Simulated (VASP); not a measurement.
# Cu (I4/mmm) in VASP: single point with r2SCAN

Aim: the single point of Cu with r2SCAN.

All numbers are computed with VASP 6.6.1; they aren't measurements. Logs are shortened: lines on timing, memory, paths and dates and some standing lists are left out, and cuts for length are marked.

**1. The cell of the first run**

The structure is tetragonal, space group I4/mmm (No. 139). The conventional cell has a = 2.977 Å, b = 2.977 Å, c = 2.591 Å, α = 90.00°, β = 90.00°, γ = 90.00°. Within 3.3 Å of Cu (site symmetry 4/mmm) lie 14 Cu at 2.47 to 2.98 Å.

**2. Single point, r2SCAN**

File POSCAR:

```
Cu
1.0
   -1.4884924324      1.4884924324      1.2952738797
    1.4884924324     -1.4884924324      1.2952738797
    1.4884924324      1.4884924324     -1.2952738797
Cu
1
Direct
    0.0000000000      0.0000000000      0.0000000000
```

File INCAR.step1:

```
PREC     = Accurate       # precision mode
ENCUT    = 520            # plane-wave cutoff, eV
ISMEAR   = 0              # smearing method
SIGMA    = 0.15           # smearing width, eV
LREAL    = F              # projectors in reciprocal space
LASPH    = T              # aspherical terms in the spheres
NELM     = 100            # most SCF steps
NBANDS   = 12             # bands
GGA      = PE             # functional
ALGO     = Normal         # electronic algorithm
EDIFF    = 1E-4           # SCF threshold, eV
LWAVE    = T              # write WAVECAR
LCHARG   = F              # write CHGCAR
```

File INCAR.step2:

```
PREC     = Accurate       # precision mode
ENCUT    = 520            # plane-wave cutoff, eV
EDIFF    = 1E-6           # SCF threshold, eV
ISMEAR   = 0              # smearing method
SIGMA    = 0.15           # smearing width, eV
LREAL    = F              # projectors in reciprocal space
LASPH    = T              # aspherical terms in the spheres
NELM     = 100            # most SCF steps
ALGO     = Normal         # electronic algorithm
ISIF     = 2              # what is computed and relaxed
LWAVE    = F              # write WAVECAR
LCHARG   = F              # write CHGCAR
METAGGA  = R2SCAN         # meta-GGA
LMIXTAU  = T            
NBANDS   = 12             # bands
ISTART   = 1
```

File KPOINTS:

```
regular mesh
0
Gamma
  32 32 32
```

Potentials or basis: VASP PAW PBE potentials, release 64 (Cu).

The run is started by

```bash
$ cat potpaw_PBE.64/Cu/POTCAR > POTCAR
$ cp INCAR.step1 INCAR
$ mpirun -np 1 vasp_std > vasp.out
$ cp INCAR.step2 INCAR
$ mpirun -np 1 vasp_std > vasp.out
```

OUTCAR:

```text
PREC = Accurate
   ENCUT = 520
   EDIFF = 1E-6
   ISMEAR = 0
   LREAL = F
   LASPH = T
   NELM = 100
   ISIF = 2
   METAGGA = R2SCAN
   ISTART = 1

 ion  position               nearest neighbor table
   1  0.000  0.000  0.000-

  LATTYP: Found a body centered tetragonal cell.
 ALAT       =     2.9769848648
 C/A-ratio  =     0.8701917803

  Lattice vectors:

 A1 = (  -1.4884924324,   1.4884924324,   1.2952738797)
 A2 = (   1.4884924324,  -1.4884924324,   1.2952738797)
 A3 = (   1.4884924324,   1.4884924324,  -1.2952738797)

Analysis of symmetry for initial positions (statically):
=====================================================================
 Subroutine PRICEL returns:
 Original cell was already a primitive cell.

 Routine SETGRP: Setting up the symmetry group for a
 body centered tetragonal supercell.

 Subroutine GETGRP returns: Found 16 space group operations
 (whereof 16 operations were pure point group operations)
 out of a pool of 16 trial point group operations.

The static configuration has the point symmetry D_4h.

Analysis of symmetry for dynamics (positions and initial velocities):
=====================================================================
 Subroutine PRICEL returns:
 Original cell was already a primitive cell.

 Routine SETGRP: Setting up the symmetry group for a
 body centered tetragonal supercell.

 Subroutine GETGRP returns: Found 16 space group operations
 (whereof 16 operations were pure point group operations)
 out of a pool of 16 trial point group operations.

The dynamic configuration has the point symmetry D_4h.

 Subroutine INISYM returns: Found 16 space group operations
 (whereof 16 operations are pure point group operations),
 and found     1 'primitive' translations

----------------------------------------------------------------------------------------

                                     Primitive cell

  volume of cell :      11.4793

  direct lattice vectors                    reciprocal lattice vectors
    -1.488492432  1.488492432  1.295273880     0.000000000  0.335910341  0.386018747
     1.488492432 -1.488492432  1.295273880     0.335910341  0.000000000  0.386018747
     1.488492432  1.488492432 -1.295273880     0.335910341  0.335910341  0.000000000

  length of vectors
     2.471629800  2.471629800  2.471629800     0.511709126  0.511709126  0.475048959

  position of ions in fractional coordinates (direct lattice)
     0.000000000  0.000000000  0.000000000

  ion indices of the primitive-cell ions
   primitive index   ion index
                 1           1

----------------------------------------------------------------------------------------

 KPOINTS: regular mesh

Automatic generation of k-mesh.
 Grid dimensions read from file:
 generate k-points for:   32   32   32

 Generating k-lattice:

  Cartesian coordinates                     Fractional coordinates (reciprocal lattice)
     0.000000000  0.010497198  0.012063086     0.031250000  0.000000000 -0.000000000
     0.010497198  0.000000000  0.012063086     0.000000000  0.031250000 -0.000000000
     0.010497198  0.010497198  0.000000000     0.000000000  0.000000000  0.031250000

  Length of vectors
     0.015990910  0.015990910  0.014845280

  Shift w.r.t. Gamma in fractional coordinates (k-lattice)
     0.000000000  0.000000000  0.000000000

 Subroutine IBZKPT returns following result:
 ===========================================

 Found   2393 irreducible k-points:

 Following reciprocal coordinates:
            Coordinates               Weight
  0.000000  0.000000  0.000000      1.000000
  0.031250 -0.000000  0.000000      8.000000
  0.062500 -0.000000  0.000000      8.000000
  0.093750 -0.000000  0.000000      8.000000
  0.125000 -0.000000  0.000000      8.000000
  0.156250  0.000000  0.000000      8.000000
[... 16 lines left out ...]
  0.187500  0.031250  0.000000     16.000000
  0.218750  0.031250  0.000000     16.000000
 [... further k-points ...]
   k-points           NKPTS =   2393   k-points in BZ     NKDIM =   2393   number of bands    NBANDS=     12
   number of dos      NEDOS =    301   number of ions     NIONS =      1
   total plane-waves  NPLWV =   5832
   dimension x,y,z NGX =    18 NGY =   18 NGZ =   18
   dimension x,y,z NGXF=    36 NGYF=   36 NGZF=   36
   ions per type =               1
   NGX,Y,Z   is equivalent  to a cutoff of  12.11, 12.11, 12.11 a.u.
   NGXF,Y,Z  is equivalent  to a cutoff of  24.21, 24.21, 24.21 a.u.
 SYSTEM =  unknown system
   PREC   = accura    normal or accurate (medium, high low for compatibility)
   ISTART =      1    job   : 0-new  1-cont  2-samecut
   ICHARG =      0    charge: 1-file 2-atom 10-const
   ISPIN  =      1    spin polarized calculation?
   LNONCOLLINEAR =      F non collinear calculations
   LSORBIT =      F    spin-orbit coupling
   LASPH  =      T    aspherical Exc in radial PAW
   ENCUT  =  520.0 eV  38.22 Ry    6.18 a.u.   4.60  4.60  4.60*2*pi/ulx,y,z
   NELM   =    100;   NELMIN=  2; NELMDL=  0     # of ELM steps
   EDIFF  = 0.1E-05   stopping-criterion for ELM
   LREAL  =      F    real-space projection
   EDIFFG = 0.1E-04   stopping-criterion for IOM
   NSW    =      0    number of steps for IOM
   IBRION =     -1    ionic relax: 0-MD 1-quasi-New 2-CG
   NFREE  =      0    steps in history (QN), initial steepest desc. (CG)
   ISIF   =      2    stress and relaxation
   ISYM   =      2    0-nonsym 1-usesym 2-fastsym
   POTIM  = 0.5000    time-step for ionic-motion
   TEBEG  =    0.0;   TEEND  =   0.0 temperature during run
   PSTRESS=    0.0 pullay stress
   NELECT =      11.0000    total number of electrons
   NUPDOWN=      -1.0000    fix difference up-down
   EMIN   =  10.00;   EMAX   =-10.00  energy-range for DOS
   EFERMI =   0.00;   METHOD = LEGACY
   ISMEAR =     0;   SIGMA  =   0.15  broadening in eV -4-tet -1-fermi 0-gaus
   EFERMI_NEDOS =   21; number of points for ismear=-14 and -15
   IALGO  =     38    algorithm
   IMIX   =      4    mixing-type and parameters
     AMIX     =   0.40;   BMIX     =  1.00
     AMIX_MAG =   1.60;   BMIX_MAG =  1.00
  volume/ion in A,a.u.               =      11.48        77.47
  Fermi-wavevector in a.u.,A,eV,Ry     =   1.613990  3.049998 35.442672  2.604963
  Thomas-Fermi vector in A             =   2.708971
   LORBIT       =      0    0 simple, 1 ext, 2 COOP (PROOUT), +10 PAW based schemes
   METAGGA = R2SCAN    functional components
   LHFCALC =     F    Hartree Fock is set to
   AEXX    =    0.0000 exact exchange contribution
   IVDW    =     0    specifies the selected vdW correction
   LEPSILON=     F    determine dielectric tensor
   LRPA    =     F    only Hartree local field effects (RPA)
 non-spin polarized calculation
 Gauss-broadening in eV      SIGMA  =   0.15
  energy-cutoff  :      520.00
  volume of cell :       11.48
 maximum number of plane-waves:       322
   NGX =  9   NGY =  9   NGZ =  9

 number of electron      11.0000013 magnetization

 Free energy of the ion-electron system (eV)
  ---------------------------------------------------
  ext. energy  EPLUGINS =         0.00000000
  ---------------------------------------------------
  free energy    TOTEN  =       -10.78692078 eV

  energy without entropy =      -10.78311191  energy(sigma->0) =      -10.78501634

 E-fermi :   7.7667     XC(G=0): -13.9342

 val. band max:        7.7651298790   @ k =   0.4687   0.4062   0.0313
 cond. band min:       7.7710578350   @ k =   0.5000   0.2187   0.0625
 fundamental gap:      0.0059279560
 Fermi energy:         7.7667385204

 k-point     1 :       0.0000    0.0000    0.0000
  band No.  band energies     occupation
      1      -2.1361      2.00000
      2       4.0983      2.00000
      3       4.7023      2.00000
      4       4.7026      2.00000
      5       5.0799      2.00000
      6       5.7247      2.00000
      7      32.0878      0.00000
      8      32.0878      0.00000
      9      36.0781      0.00000
     10      36.8033      0.00000
     11      36.8180      0.00000
     12      38.3975      0.00000

 k-point     2 :       0.0312   -0.0000    0.0000
  band No.  band energies     occupation
      1      -2.0937      2.00000
      2       4.1046      2.00000
      3       4.6993      2.00000
      4       4.7020      2.00000
      5       5.0840      2.00000
      6       5.7178      2.00000
      7      31.9393      0.00000
      8      31.9434      0.00000
      9      36.1593      0.00000
     10      36.2485      0.00000
     11      36.8717      0.00000
     12      37.8904      0.00000

 k-point     3 :       0.0625   -0.0000    0.0000
  band No.  band energies     occupation
      1      -1.9670      2.00000
      2       4.1204      2.00000
      3       4.6883      2.00000
      4       4.7040      2.00000
      5       5.0977      2.00000
      6       5.6979      2.00000
      7      31.5251      0.00000
      8      31.5735      0.00000
      9      34.7981      0.00000
     10      36.0465      0.00000
     11      36.9695      0.00000
     12      37.3373      0.00000
[... 286 lines left out ...]
 k-point    23 :       0.1875    0.0312    0.0000
  band No.  band energies     occupation
      1      -0.3638      2.00000
      2       4.0372      2.00000
      3       4.4867      2.00000
      4       5.0185      2.00000
      5       5.3825      2.00000
      6       5.5124      2.00000
      7      25.8890      0.00000
      8      28.6756      0.00000
      9      30.0912      0.00000
     10      31.6559      0.00000
     11      34.2764      0.00000
     12      37.8382      0.00000

 k-point    24 :       0.2188    0.0312    0.0000
  band No.  band energies     occupation
      1       0.1556      2.00000
      2       3.9609      2.00000
      3       4.4532      2.00000
      4       5.1783      2.00000
      5       5.4642      2.00000
      6       5.4850      2.00000
      7      24.1138      0.00000
      8      28.0448      0.00000
      9      29.2646      0.00000
     10      31.1411      0.00000
     11      33.8421      0.00000
     12      38.2719      0.00000

 [... further k-points ...]

------------------------ aborting loop because EDIFF is reached ----------------------------------------

  FORCE on cell =-STRESS in cart. coord.  units (eV):
  Direction    XX          YY          ZZ          XY          YZ          ZX
  --------------------------------------------------------------------------------------
  -------------------------------------------------------------------------------------
  Total       -0.0015177     -0.0015177      0.2545845      0.0000000      0.0000000      0.0000000
  in kB       -0.2118283     -0.2118283     35.5326630      0.0000000      0.0000000      0.0000000
  external PRESSURE =      11.7030021 kB  Pullay stress =       0.0000000 kB

 VOLUME and BASIS-vectors are now :
 -----------------------------------------------------------------------------
  energy-cutoff  :      520.00
  volume of cell :       11.48
      direct lattice vectors                 reciprocal lattice vectors
    -1.488492432  1.488492432  1.295273880     0.000000000  0.335910341  0.386018747
     1.488492432 -1.488492432  1.295273880     0.335910341  0.000000000  0.386018747
     1.488492432  1.488492432 -1.295273880     0.335910341  0.335910341  0.000000000

 POSITION                                       TOTAL-FORCE (eV/Angst)
 -----------------------------------------------------------------------------------
      0.00000      0.00000      0.00000         0.000000      0.000000     -0.000000
 -----------------------------------------------------------------------------------
    total drift:                                0.000000     -0.000000      0.000000

  FREE ENERGIE OF THE ION-ELECTRON SYSTEM (eV)
  ---------------------------------------------------
  free  energy   TOTEN  =       -10.7869207755 eV

  energy  without entropy=      -10.7831119057  energy(sigma->0) =      -10.78501634
```

It took 15 min on 1 thread of Oxide Virtual Turin-like, shared host; peak memory 0.37 GiB.

What came out:

```
Free energy            : -10.7869 eV
Pressure               : 1.2 GPa
Band gap on the k mesh : zero (an odd number of electrons rules out a gap without spin polarisation)
```

Stress tensor (GPa, compression positive):
```
-0.02  0.00  0.00
 0.00 -0.02  0.00
 0.00  0.00  3.55
```

Caveat: the PAW data sets were made with another functional, which shifts forces and pressure a little.
